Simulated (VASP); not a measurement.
A run of VASP 6.6.1:

The input INCAR:

```
SYSTEM = AgI
PREC = Accurate
ENCUT = 500
EDIFF = 1E-6
ISMEAR = 0
SIGMA = 0.01
LREAL = .FALSE.
LASPH = .TRUE.
NELM = 200
ALGO = Normal
ISIF = 2
LWAVE = .FALSE.
LCHARG = .FALSE.
LNONCOLLINEAR = .TRUE.
MAGMOM = 0 0 0 0 0 0
LORBIT = 11
LSORBIT = .TRUE.
GGA_COMPAT = .FALSE.
LORBMOM = .TRUE.
LMAXMIX = 4
GGA = PS
NBANDS = 30
```

Contents of KPOINTS:

```
regular mesh
0
G
  6 6 6
  0 0 0
```

Contents of POSCAR:

```
AgI
1.0
    3.1711844924      3.1711844924      0.0000000000
   -3.1711844924      3.1711844924      0.0000000000
    0.0000000000      3.1711844924      3.1711844924
Ag I
1 1
Direct
    0.0000000000      0.0000000000      0.0000000000
    0.7500000000      0.2500000000      0.5000000000
```

Potentials or basis: VASP PAW PBE potentials, release 64 (Ag, I).

The run is started by

```bash
$ cat potpaw_PBE.64/Ag/POTCAR potpaw_PBE.64/I/POTCAR > POTCAR
$ mpirun -np 1 vasp_ncl > vasp.out
```

Hardware: 1 thread of AMD EPYC 9R45 96-Core Processor (Zen 5) (shared host).

Q: How long does it take, and how much memory?

A: Run time: 59 s on 1 thread of AMD EPYC 9R45 96-Core Processor (Zen 5), with other jobs on the host, peak memory 0.36 GiB. Counts: scf iterations 13, k points 22.
